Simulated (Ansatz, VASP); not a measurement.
## Two plane-wave programs on BeTe

The input INCAR:

```
SYSTEM = BeTe
  PREC = Accurate
  ENCUT = 520
  EDIFF = 1E-6
  ISMEAR = 0
  SIGMA = 0.1
  LREAL = .False.
  LASPH = .True.
  NELM = 100
  ALGO = Normal
  ISIF = 2
  LWAVE = .False.
  LCHARG = .True.
  GGA = PE
  LELF = .True.
  LVHAR = .True.
  NBANDS = 26
```

KPOINTS

```
regular mesh
0
Gamma
  6 6 2
  0 0 0
```

Contents of POSCAR:

```
BeTe
1.0
    4.4172108700      0.0000000000      0.0000000000
   -2.2086054400      3.8254168300      0.0000000000
    0.0000000000      0.0000000000     10.2259410600
Be Te
4 4
Direct
    0.0000000000      0.0000000000      0.0000000000
    0.0000000000      0.0000000000      0.5000000000
    0.3333333300      0.6666666700      0.2500000000
    0.6666666700      0.3333333300      0.7500000000
    0.3333333300      0.6666666700      0.6363622500
    0.6666666700      0.3333333300      0.1363622500
    0.6666666700      0.3333333300      0.3636377500
    0.3333333300      0.6666666700      0.8636377500
```

Input for Ansatz:

```yaml
crystal:
  lattice:
    - [4.41721087, 0.0, 0.0]
    - [-2.20860544, 3.82541683, 0.0]
    - [0.0, 0.0, 10.22594106]
  atoms:
    - { symbol: Be, position: [0.0, 0.0, 0.0] }
    - { symbol: Be, position: [0.0, 0.0, 0.5] }
    - { symbol: Be, position: [0.33333333, 0.66666667, 0.25] }
    - { symbol: Be, position: [0.66666667, 0.33333333, 0.75] }
    - { symbol: Te, position: [0.33333333, 0.66666667, 0.63636225] }
    - { symbol: Te, position: [0.66666667, 0.33333333, 0.13636225] }
    - { symbol: Te, position: [0.66666667, 0.33333333, 0.36363775] }
    - { symbol: Te, position: [0.33333333, 0.66666667, 0.86363775] }
basis:
  ecutwfc: 420
kpoints:
  mp_grid: { grid: [6, 6, 2] }
hamiltonian:
  xc: pbe
scf:
  occupations: { method: gaussian, width: 0.1 }
  lower_state_search: "off"
output:
  forces: true
  stress: true
  eigenvalues: true
```

Change from the starting cell: species swapped into the NaSe type (P6_3/mmc, No. 194).

Alike in both runs: task single point; functional PBE; k mesh 6 × 6 × 2; occupations gaussian, width 0.1 eV; no spin polarisation.

```csv
,VASP,Ansatz
version,VASP 6.6.1,Ansatz 0.2.0
potentials or method,"VASP PAW PBE potentials, release 64 (Be, Te), cutoff 520 eV","scalar-relativistic, plane waves, PAW"
valence electrons in the cell,32,72
```

|  | VASP | Ansatz | Ansatz less VASP |
| --- | --- | --- | --- |
| gap on the k mesh at the Fermi level (eV) | none | none | - |
| pressure (GPa) | 10.8 | 10.4 | -0.40 |
| traceless stress, the component that is largest in VASP (GPa) | 25.29 | 24.63 | -0.664 |
| rms of the force components (eV/Å) | 4.012 | 3.905 | -0.1063 |

Atom by atom the forces differ by 0.106 eV/Å (rms over components). A gap of «none» marks a metal or a gap that the smearing closes. VASP's potentials hold 32 valence electrons a cell and Ansatz's 72, so a difference there can come from the potentials and not from the codes.

Neither program's run includes spin-orbit coupling.
